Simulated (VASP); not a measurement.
A run of VASP 6.6.1:

File INCAR:

```
ALGO     = Normal         # electronic algorithm
EDIFF    = 1E-6           # SCF threshold, eV
ENCUT    = 520            # plane-wave cutoff, eV
ISIF     = 2              # what is computed and relaxed
ISMEAR   = 0              # smearing method
LASPH    = True           # aspherical terms in the spheres
LCHARG   = False          # write CHGCAR
LREAL    = False          # projectors in reciprocal space
LWAVE    = False          # write WAVECAR
NBANDS   = 24             # bands
NELM     = 100            # most SCF steps
PREC     = Accurate       # precision mode
SIGMA    = 0.15           # smearing width, eV
```

File KPOINTS:

```
k-points
0
Gamma
  12 12 8
```

Contents of POSCAR:

```
CuAs
1.0
    4.0443000000      0.0000000000      0.0000000000
   -2.0221500000      3.5024665405      0.0000000000
    0.0000000000      0.0000000000      4.8580437534
Cu As
2 2
Direct
    0.0000000000      0.0000000000      0.5000000000
    0.0000000000      0.0000000000      0.0000000000
    0.6666666667      0.3333333333      0.7500000000
    0.3333333333      0.6666666667      0.2500000000
```

Potentials or basis: VASP PAW LDA potentials, release 64 (Cu, As).

Launch:

```console
$ cat potpaw_LDA.64/Cu/POTCAR potpaw_LDA.64/As/POTCAR > POTCAR
$ mpirun -np 1 vasp_std > vasp.out
```

Hardware: 1 thread of AMD EPYC 7R43 64-Core Processor (Zen 3) (shared host).

Task: Estimate the wall time of this run.

Result: It took 2.6 min on 1 thread of AMD EPYC 7R43 64-Core Processor (Zen 3), with other jobs on the host, peak memory 0.22 GiB. Counts: scf iterations 15, k points 95.
